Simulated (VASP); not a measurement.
Input of a VASP 6.6.1 run:

File INCAR:

```
SYSTEM = Li2RuN2
PREC     = Accurate       ! precision mode
ENCUT    = 520            ! plane-wave cutoff, eV
EDIFF    = 1E-7           ! SCF threshold, eV
ISMEAR   = 1              ! smearing method
SIGMA    = 0.15           ! smearing width, eV
LREAL    = .False.        ! projectors in reciprocal space
LASPH    = .True.         ! aspherical terms in the spheres
NELM     = 80             ! most SCF steps
ALGO     = Normal         ! electronic algorithm
ISIF     = 2              ! what is computed and relaxed
LWAVE    = .False.        ! write WAVECAR
LCHARG   = .True.         ! write CHGCAR
GGA      = CA             ! functional
LELF     = .True.         ! ELF
LVHAR    = .True.       
NBANDS   = 23             ! bands
```

KPOINTS

```
regular mesh
0
Gamma
  13 13 7
  0 0 0
```

POSCAR

```
Li2RuN2
1.0
    3.1642327000     -0.0158211635     -0.0158211635
   -1.5958178796      2.7482164918     -0.0057909478
   -0.0260572500     -0.0260572500      5.2114500000
Li Ru N
2 1 2
Direct
    0.6666666667      0.3333333333      0.3601800000
    0.3333333333      0.6666666667      0.6398200000
    0.0000000000      0.0000000000      0.0000000000
    0.6666666667      0.3333333333      0.7869890000
    0.3333333333      0.6666666667      0.2130110000
```

Potentials or basis: VASP PAW LDA potentials, release 64 (Li_sv, Ru_pv, N).

Launch:

```console
$ cat potpaw_LDA.64/Li_sv/POTCAR potpaw_LDA.64/Ru_pv/POTCAR potpaw_LDA.64/N/POTCAR > POTCAR
$ mpirun -np 1 vasp_std > vasp.out
```

Predict the largest force.

0.613 eV/Å.

Predict the band gap on the k mesh.

zero (bands 15 and 16 overlap by 0.50 eV).

Forces on the atoms (eV/Å):
```
Li  -0.012  0.010 -0.171
Li   0.012 -0.010  0.171
Ru   0.000  0.000  0.000
N   -0.004 -0.017  0.613
N    0.004  0.017 -0.613
```
